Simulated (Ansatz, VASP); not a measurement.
# Sn in VASP and in Ansatz

INCAR

```
PREC = Accurate
ENCUT = 520
EDIFF = 1E-6
ISMEAR = 0
SIGMA = 0.15
LREAL = F
LASPH = T
NELM = 60
ALGO = Fast
ISIF = 2
LWAVE = F
LCHARG = T
GGA = PS
LELF = T
LVHAR = T
NBANDS = 21
```

File KPOINTS:

```
regular mesh
0
Gamma
  18 18 18
```

POSCAR

```
Sn
1.0
    0.0000000000      2.9140797620      4.1205087835
    2.9140797620      0.0000000000      4.1205087835
    2.9140797620      2.9140797620      0.0000000000
Sn
2
Direct
    0.5000000000      0.5000000000      0.5000000000
    0.7500000000      0.7500000000      0.7500000000
```

Input for Ansatz:

```yaml
crystal:
  lattice:
    - [0.0, 2.914079762, 4.1205087835]
    - [2.914079762, 0.0, 4.1205087835]
    - [2.914079762, 2.914079762, 0.0]
  atoms:
    - { symbol: Sn, position: [0.5, 0.5, 0.5] }
    - { symbol: Sn, position: [0.75, 0.75, 0.75] }
basis:
  ecutwfc: 420
kpoints:
  mp_grid: { grid: [18, 18, 18] }
hamiltonian:
  xc: pbesol
scf:
  occupations: { method: gaussian, width: 0.15 }
output:
  forces: true
  stress: true
  eigenvalues: true
```

Alike in both runs: task single point; functional PBEsol; k mesh 18 × 18 × 18; occupations gaussian, width 0.15 eV; no spin polarisation.

```csv
,VASP,Ansatz
version,VASP 6.6.1,Ansatz 0.2.0
potentials or method,"VASP PAW PBE potentials, release 64 (Sn_d), cutoff 520 eV","scalar-relativistic, plane waves, PAW"
valence electrons in the cell,28,28
```

```tsv
	VASP	Ansatz	Ansatz less VASP
gap on the k mesh at the Fermi level (eV)	none	none	-
pressure (GPa)	-0.6	-0.6	+0.09
traceless stress, the component that is largest in VASP (GPa)	-4.08	-4.08	+0.004
```

VASP's potentials were made for PBE, not for PBEsol. A gap of «none» marks a metal or a gap that the smearing closes. The functional is the same, so the differences come from potentials, cutoffs and numerics.
